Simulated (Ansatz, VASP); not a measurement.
**Two plane-wave programs on GaAs**

```
Ga As
1.0
     0.00000    2.83308    2.83308
     2.96114    0.00000    2.83308
     2.96114    2.83308    0.00000
Ga As
1 1
Direct
  0.00000 0.00000 0.00000
  0.25000 0.25000 0.25000
```

Change from the starting cell: uniaxial_x strain +4.5%.

Alike in both runs: task single point; functional r2SCAN; k mesh 8 × 8 × 8; occupations fermi-dirac, width 0.02 eV; no spin polarisation.

|  | VASP | Ansatz |
| --- | --- | --- |
| version | VASP 6.6.1 | Ansatz 0.2.0 |
| potentials or method | VASP PAW PBE potentials, release 64 (Ga_d, As) | plane waves, PAW |
| plane-wave cutoff (eV) | 520 | 500 |
| valence electrons in the cell | 18 | 28 |

|  | VASP | Ansatz | Ansatz less VASP |
| --- | --- | --- | --- |
| pressure (GPa) | -2.8 | -2.9 | -0.06 |
| traceless stress, the component that is largest in VASP (GPa) | -2.09 | -2.10 | -0.004 |

VASP's potentials were made for PBE, not for r2SCAN. VASP's potentials hold 18 valence electrons a cell and Ansatz's 28, so a difference there can come from the potentials and not from the codes.
